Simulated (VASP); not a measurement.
A run of VASP 6.6.1:

The input INCAR:

```
SYSTEM = HfPbO3
ALGO     = Normal         ! electronic algorithm
EDIFF    = 1E-6           ! SCF threshold, eV
ENCUT    = 520            ! plane-wave cutoff, eV
ISIF     = 2              ! what is computed and relaxed
ISMEAR   = 0              ! smearing method
LASPH    = .TRUE.         ! aspherical terms in the spheres
LCHARG   = .TRUE.         ! write CHGCAR
LELF     = .TRUE.         ! ELF
LREAL    = .FALSE.        ! projectors in reciprocal space
LVHAR    = .TRUE.       
LWAVE    = .FALSE.        ! write WAVECAR
NBANDS   = 29             ! bands
NELM     = 60             ! most SCF steps
PREC     = Accurate       ! precision mode
SIGMA    = 0.01           ! smearing width, eV
```

The input KPOINTS:

```
k-points
0
G
  5 5 5
  0 0 0
```

Contents of POSCAR:

```
HfPbO3
1.0
    4.0835111996      0.0000000000      0.0000000000
    0.0000000000      4.0835111996      0.0000000000
    0.0000000000      0.0000000000      4.0835111996
Hf Pb O
1 1 3
Direct
    0.5000000000      0.5000000000      0.5000000000
    0.0000000000      0.0000000000      0.0000000000
    0.0000000000      0.5000000000      0.5000000000
    0.5000000000      0.0000000000      0.5000000000
    0.5000000000      0.5000000000      0.0000000000
```

Potentials or basis: VASP PAW LDA potentials, release 64 (Hf_pv, Pb_d, O).

The run is started by

```sh
$ cat potpaw_LDA.64/Hf_pv/POTCAR potpaw_LDA.64/Pb_d/POTCAR potpaw_LDA.64/O/POTCAR > POTCAR
$ mpirun -np 1 vasp_std > vasp.out
```

Hardware: 1 thread of Intel(R) Xeon(R) Platinum 8259CL CPU @ 2.50GHz (Skylake/Cascade Lake), with other jobs on the host.

Question: How long does it take, and how much memory?

Answer: It took 15 s on 1 thread of Intel(R) Xeon(R) Platinum 8259CL CPU @ 2.50GHz (Skylake/Cascade Lake), on a shared host, peak memory 0.15 GiB. Counts: scf iterations 13, k points 10.
